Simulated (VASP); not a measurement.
Input of a VASP 6.6.1 run:

File INCAR:

```
SYSTEM = Be8H
ALGO = Normal ; EDIFF = 1E-7
EDIFFG = -0.025 ; ENCUT = 600
GGA = PE ; IBRION = 2
ISIF = 3 ; ISMEAR = 0
LASPH = .TRUE. ; LCHARG = .FALSE.
LREAL = .FALSE. ; LWAVE = .FALSE.
NELM = 100 ; NSW = 90
PREC = Accurate ; SIGMA = 0.1
```

The input KPOINTS:

```
k-points
0
G
  6 10 10
  0 0 0
```

File POSCAR:

```
Be8H
1.0
    6.5425440053      0.0000000000      0.0000000000
    0.0000000000      3.2511457139      0.0000000000
    0.0000000000      0.0000000000      3.2511513436
Be H
8 1
Direct
    0.3964509606      0.7447459769      0.7447455769
    0.8674426788      0.7483779170      0.7483779774
    0.1035490394      0.2552540231      0.7447455769
    0.6325573212      0.2516220830      0.7483779774
    0.1035490394      0.7447459769      0.2552544231
    0.6325573212      0.7483779170      0.2516220226
    0.3964509606      0.2552540231      0.2552544231
    0.8674426788      0.2516220830      0.2516220226
    0.2500000000      0.0000000000      0.0000000000
```

Potentials or basis: VASP PAW PBE potentials, release 64 (Be, H).

Launch:

```bash
$ cat potpaw_PBE.64/Be/POTCAR potpaw_PBE.64/H/POTCAR > POTCAR
$ mpirun -np 1 vasp_std > vasp.out
```

Q: What does it give for the relaxed volume?

A: 7.69 Å³/atom.

Q: Estimate the band gap on the k mesh.

A: Zero (an odd number of electrons rules out a gap without spin polarisation).

Q: What does it give for the relaxed cell?

A: a = 6.552 Å, b = 3.250 Å, c = 3.250 Å, α = 90.00°, β = 90.00°, γ = 90.00°.

Q: Estimate the space group after relaxing (to 0.1 Å).

A: P-42m (No. 111).

Stress tensor (GPa, compression positive):
```
 0.39  0.00  0.00
 0.00 -0.17  0.00
 0.00  0.00 -0.17
```
